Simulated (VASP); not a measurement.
# As (Cmce) in VASP: single point with PBE+D3(BJ)

Aim: the single point of As with PBE+D3(BJ).

Program: VASP 6.6.1. These are calculated values, not measurements. Logs are shortened: lines on timing, memory, paths and dates and some standing lists are left out, and cuts for length are marked.

## Step 1: The cell of the first run

It takes space group Cmce (No. 64, orthorhombic). Conventional cell: a = 3.652 Å, b = 11.387 Å, c = 4.740 Å, α = 90.00°, β = 90.00°, γ = 90.00°. As (site symmetry m) has 3 As at 2.48 Å within 3.3 Å.

## Step 2: Single point, PBE+D3(BJ)

File INCAR:

```
SYSTEM = As
PREC = Accurate
ENCUT = 510
EDIFF = 1E-6
ISMEAR = 0
SIGMA = 0.1
LREAL = .FALSE.
LASPH = .TRUE.
NELM = 120
ALGO = Normal
ISIF = 2
LWAVE = .FALSE.
LCHARG = .FALSE.
GGA = PE
IVDW = 12
NBANDS = 38
GGA_COMPAT = .FALSE.
```

File KPOINTS:

```
Automatic mesh
0
G
  6 6 4
  0 0 0
```

File POSCAR:

```
As
1.0
    1.8259429100     -5.6934005800      0.0000000000
    1.8259429100      5.6934005800      0.0000000000
    0.0000000000      0.0000000000      4.7398728700
As
4
Direct
    0.1045582800      0.8954417200      0.0735437500
    0.8954417200      0.1045582800      0.9264562500
    0.3954417200      0.6045582800      0.5735437500
    0.6045582800      0.3954417200      0.4264562500
```

Potentials or basis: VASP PAW PBE potentials, release 64 (As_d).

Run with:

```sh
> cat potpaw_PBE.64/As_d/POTCAR > POTCAR
> mpirun -np 1 vasp_std > vasp.out
```

OUTCAR:

```text
SYSTEM = As
   PREC = Accurate
   ENCUT = 510
   EDIFF = 1E-6
   ISMEAR = 0
   LREAL = .FALSE.
   LASPH = .TRUE.
   NELM = 120
   ISIF = 2
   GGA = PE
   IVDW = 12
 IVDW          = 12

 ion  position               nearest neighbor table
   1  0.105  0.895  0.074-   4 2.48   4 2.48   2 2.48
   2  0.895  0.105  0.926-   3 2.48   3 2.48   1 2.48
   3  0.395  0.605  0.574-   2 2.48   2 2.48   4 2.48
   4  0.605  0.395  0.426-   1 2.48   1 2.48   3 2.48

  LATTYP: Found a base centered orthorhombic cell.
 ALAT       =     3.6518858200
 B/A-ratio  =     3.1180605641
 C/A-ratio  =     1.2979247172

  Lattice vectors:

 A1 = (   1.8259429100,  -5.6934005800,   0.0000000000)
 A2 = (   1.8259429100,   5.6934005800,   0.0000000000)
 A3 = (   0.0000000000,   0.0000000000,   4.7398728700)

Analysis of symmetry for initial positions (statically):
=====================================================================
 Subroutine PRICEL returns:
 Original cell was already a primitive cell.

 Routine SETGRP: Setting up the symmetry group for a
 base centered orthorhombic supercell.

 Subroutine GETGRP returns: Found  8 space group operations
 (whereof  4 operations were pure point group operations)
 out of a pool of  8 trial point group operations.

The static configuration has the point symmetry C_2h.
 The point group associated with its full space group is D_2h.

Analysis of symmetry for dynamics (positions and initial velocities):
=====================================================================
 Subroutine PRICEL returns:
 Original cell was already a primitive cell.

 Routine SETGRP: Setting up the symmetry group for a
 base centered orthorhombic supercell.

 Subroutine GETGRP returns: Found  8 space group operations
 (whereof  4 operations were pure point group operations)
 out of a pool of  8 trial point group operations.

The dynamic configuration has the point symmetry C_2h.
 The point group associated with its full space group is D_2h.

 Subroutine INISYM returns: Found  8 space group operations
 (whereof  4 operations are pure point group operations),
 and found     1 'primitive' translations

----------------------------------------------------------------------------------------

                                     Primitive cell

  volume of cell :      98.5498

  direct lattice vectors                    reciprocal lattice vectors
     1.825942910 -5.693400580  0.000000000     0.273831124 -0.087820977  0.000000000
     1.825942910  5.693400580  0.000000000     0.273831124  0.087820977  0.000000000
     0.000000000  0.000000000  4.739872870     0.000000000  0.000000000  0.210976123

  length of vectors
     5.979036517  5.979036517  4.739872870     0.287569137  0.287569137  0.210976123

  position of ions in fractional coordinates (direct lattice)
     0.104558280  0.895441720  0.073543750
     0.895441720  0.104558280  0.926456250
     0.395441720  0.604558280  0.573543750
     0.604558280  0.395441720  0.426456250

  ion indices of the primitive-cell ions
   primitive index   ion index
                 1           1
                 2           2
                 3           3
                 4           4

----------------------------------------------------------------------------------------

 KPOINTS: Automatic mesh

Automatic generation of k-mesh.
 Grid dimensions read from file:
 generate k-points for:    6    6    4

 Generating k-lattice:

  Cartesian coordinates                     Fractional coordinates (reciprocal lattice)
     0.045638521 -0.014636829  0.000000000     0.166666667  0.000000000  0.000000000
     0.045638521  0.014636829  0.000000000     0.000000000  0.166666667  0.000000000
     0.000000000  0.000000000  0.052744031     0.000000000  0.000000000  0.250000000

  Length of vectors
     0.047928190  0.047928190  0.052744031

  Shift w.r.t. Gamma in fractional coordinates (k-lattice)
     0.000000000  0.000000000  0.000000000

 Subroutine IBZKPT returns following result:
 ===========================================

 Found     39 irreducible k-points:

 Following reciprocal coordinates:
            Coordinates               Weight
  0.000000  0.000000  0.000000      1.000000
  0.166667  0.000000  0.000000      4.000000
  0.333333  0.000000  0.000000      4.000000
  0.500000  0.000000  0.000000      2.000000
  0.166667  0.166667  0.000000      2.000000
  0.333333  0.166667  0.000000      4.000000
[... 16 lines left out ...]
  0.333333  0.333333  0.250000      4.000000
  0.500000  0.333333  0.250000      8.000000
 [... further k-points ...]
   k-points           NKPTS =     39   k-points in BZ     NKDIM =     39   number of bands    NBANDS=     38
   number of dos      NEDOS =    301   number of ions     NIONS =      4
   total plane-waves  NPLWV =  82944
   dimension x,y,z NGX =    48 NGY =   48 NGZ =   36
   dimension x,y,z NGXF=    96 NGYF=   96 NGZF=   72
   ions per type =               4
   NGX,Y,Z   is equivalent  to a cutoff of  13.35, 13.35, 12.63 a.u.
   NGXF,Y,Z  is equivalent  to a cutoff of  26.69, 26.69, 25.25 a.u.
 SYSTEM =  As
   PREC   = accura    normal or accurate (medium, high low for compatibility)
   ISTART =      0    job   : 0-new  1-cont  2-samecut
   ICHARG =      2    charge: 1-file 2-atom 10-const
   ISPIN  =      1    spin polarized calculation?
   LNONCOLLINEAR =      F non collinear calculations
   LSORBIT =      F    spin-orbit coupling
   LASPH  =      T    aspherical Exc in radial PAW
   ENCUT  =  510.0 eV  37.48 Ry    6.12 a.u.  11.01 11.01  8.73*2*pi/ulx,y,z
   NELM   =    120;   NELMIN=  2; NELMDL= -5     # of ELM steps
   EDIFF  = 0.1E-05   stopping-criterion for ELM
   LREAL  =      F    real-space projection
[... 7 lines left out ...]
   TEBEG  =    0.0;   TEEND  =   0.0 temperature during run
   PSTRESS=    0.0 pullay stress
   NELECT =      60.0000    total number of electrons
   NUPDOWN=      -1.0000    fix difference up-down
   EMIN   =  10.00;   EMAX   =-10.00  energy-range for DOS
   EFERMI =   0.00;   METHOD = LEGACY
   ISMEAR =     0;   SIGMA  =   0.10  broadening in eV -4-tet -1-fermi 0-gaus
   EFERMI_NEDOS =   21; number of points for ismear=-14 and -15
   IALGO  =     38    algorithm
   IMIX   =      4    mixing-type and parameters
     AMIX     =   0.40;   BMIX     =  1.00
     AMIX_MAG =   1.60;   BMIX_MAG =  1.00
  volume/ion in A,a.u.               =      24.64       166.26
  Fermi-wavevector in a.u.,A,eV,Ry     =   1.387523  2.622037 26.194191  1.925219
  Thomas-Fermi vector in A             =   2.511736
   LORBIT       =      0    0 simple, 1 ext, 2 COOP (PROOUT), +10 PAW based schemes
   GGA     = PE    functional components
   LHFCALC =     F    Hartree Fock is set to
   AEXX    =    0.0000 exact exchange contribution
   IVDW    =    12    specifies the selected vdW correction
   LEPSILON=     F    determine dielectric tensor
   LRPA    =     F    only Hartree local field effects (RPA)
 non-spin polarized calculation
 Gauss-broadening in eV      SIGMA  =   0.10
  energy-cutoff  :      510.00
  volume of cell :       98.55
 maximum number of plane-waves:      2614
 NGX is ok and might be reduce to    48
   NGX = 23   NGY = 23   NGZ = 17

 number of electron      59.9999979 magnetization

 Free energy of the ion-electron system (eV)
  ---------------------------------------------------
  ext. energy  EPLUGINS =         0.00000000
  ---------------------------------------------------
  free energy    TOTEN  =       -18.63716189 eV

  energy without entropy =      -18.63637650  energy(sigma->0) =      -18.63676919

 E-fermi :   2.6123     XC(G=0):  -9.8560

 val. band max:        2.6075439701   @ k =   0.5000   0.5000   0.0000
 cond. band min:       2.6172404587   @ k =   0.5000   0.5000   0.0000
 fundamental gap:      0.0096964886
 Fermi energy:         2.6123107814

 k-point     1 :       0.0000    0.0000    0.0000
  band No.  band energies     occupation
      1     -33.5108      2.00000
      2     -33.5053      2.00000
      3     -33.4831      2.00000
      4     -33.4638      2.00000
      5     -33.4550      2.00000
      6     -33.4156      2.00000
[... 30 lines left out ...]
     37      10.0448      0.00000
     38      10.1784      0.00000

 k-point     2 :       0.1667    0.0000    0.0000
  band No.  band energies     occupation
      1     -33.5065      2.00000
      2     -33.4981      2.00000
      3     -33.4825      2.00000
      4     -33.4596      2.00000
      5     -33.4501      2.00000
      6     -33.4187      2.00000
[... 30 lines left out ...]
     37       8.4078      0.00000
     38       9.7326      0.00000

 k-point     3 :       0.3333    0.0000    0.0000
  band No.  band energies     occupation
      1     -33.4956      2.00000
      2     -33.4819      2.00000
      3     -33.4781      2.00000
      4     -33.4513      2.00000
      5     -33.4387      2.00000
      6     -33.4269      2.00000
[... 30 lines left out ...]
     37       9.6243      0.00000
     38       9.6864      0.00000

 k-point     4 :       0.5000    0.0000    0.0000
  band No.  band energies     occupation
      1     -33.4853      2.00000
      2     -33.4853      2.00000
      3     -33.4497      2.00000
      4     -33.4497      2.00000
      5     -33.4417      2.00000
      6     -33.4417      2.00000
[... 30 lines left out ...]
     37       9.7486      0.00000
     38       9.7486      0.00000
[... 703 lines left out ...]
      4     -33.4655      2.00000
      5     -33.4534      2.00000
      6     -33.4301      2.00000
[... 30 lines left out ...]
     37       9.0610      0.00000
     38       9.8109      0.00000

 k-point    23 :       0.3333    0.3333    0.2500
  band No.  band energies     occupation
      1     -33.4942      2.00000
      2     -33.4868      2.00000
      3     -33.4717      2.00000
      4     -33.4560      2.00000
      5     -33.4386      2.00000
      6     -33.4280      2.00000
[... 30 lines left out ...]
     37       8.1436      0.00000
     38       9.0445      0.00000

 k-point    24 :       0.5000    0.3333    0.2500
  band No.  band energies     occupation
      1     -33.5047      2.00000
      2     -33.4992      2.00000
      3     -33.4777      2.00000
      4     -33.4620      2.00000
      5     -33.4490      2.00000
      6     -33.4298      2.00000
[... 30 lines left out ...]
     37       8.6762      0.00000
     38       9.8933      0.00000

 [... further k-points ...]

------------------------ aborting loop because EDIFF is reached ----------------------------------------

 Edisp (eV)   -1.45553

 E8    (eV) :    -0.6167

  FORCE on cell =-STRESS in cart. coord.  units (eV):
  Direction    XX          YY          ZZ          XY          YZ          ZX
  --------------------------------------------------------------------------------------
  -------------------------------------------------------------------------------------
  Total      -0.02892    -0.44897    -0.67465     0.00000     0.00000     0.00000
  in kB      -0.47014    -7.29911   -10.96816     0.00000     0.00000     0.00000
  external pressure =       -6.25 kB  Pullay stress =        0.00 kB

 VOLUME and BASIS-vectors are now :
 -----------------------------------------------------------------------------
  energy-cutoff  :      510.00
  volume of cell :       98.55
      direct lattice vectors                 reciprocal lattice vectors
     1.825942910 -5.693400580  0.000000000     0.273831124 -0.087820977  0.000000000
     1.825942910  5.693400580  0.000000000     0.273831124  0.087820977  0.000000000
     0.000000000  0.000000000  4.739872870     0.000000000  0.000000000  0.210976123

 POSITION                                       TOTAL-FORCE (eV/Angst)
 -----------------------------------------------------------------------------------
      1.82594      4.50282      0.34859         0.000000     -0.203319     -0.258931
      1.82594     -4.50282      4.39128         0.000000      0.203319      0.258931
      1.82594      1.19058      2.71852         0.000000      0.203319     -0.258931
      1.82594     -1.19058      2.02135         0.000000     -0.203319      0.258931
 -----------------------------------------------------------------------------------
    total drift:                               -0.000000      0.000000     -0.000000

  FREE ENERGIE OF THE ION-ELECTRON SYSTEM (eV)
  ---------------------------------------------------
  free  energy   TOTEN  =       -20.0926952783 eV

  energy  without entropy=      -20.0919098880  energy(sigma->0) =      -20.09230258
```

Run time: 3 min. Hardware: 1 thread of Intel Xeon Platinum 8259CL at 2.50GHz (Skylake/Cascade Lake), shared host; peak memory 0.32 GiB.

Results:

```
Free energy                : -20.0927 eV
Pressure                   : -0.6 GPa
Largest force              : 0.329 eV/Å
Dispersion energy per atom : -0.364 eV
```

Forces on the atoms (eV/Å):
```
As   0.000 -0.203 -0.259
As   0.000  0.203  0.259
As   0.000  0.203 -0.259
As   0.000 -0.203  0.259
```

Levels at points of the mesh, in eV from the Fermi level:
| k point | band 28 | band 29 | band 30 | band 31 | band 32 | band 33 |
| --- | --- | --- | --- | --- | --- | --- |
| (0.00, 0.00, 0.00) | -2.20 | -1.80 | -1.07 | 1.36 | 1.68 | 2.12 |
| (0.50, 0.00, 0.00) | -2.75 | -2.36 | -2.36 | 0.84 | 0.84 | 1.35 |
| (0.50, 0.50, 0.00) | -1.46 | -1.39 | 0.00 | 0.00 | 1.65 | 1.98 |
| (0.00, 0.00, 0.50) | -2.22 | -0.98 | -0.98 | 0.92 | 0.92 | 2.51 |
| (0.50, 0.00, 0.50) | -4.49 | -1.71 | -1.71 | 1.94 | 1.94 | 3.88 |
| (0.50, 0.50, 0.50) | -2.21 | -1.40 | -1.40 | 1.34 | 1.34 | 1.89 |
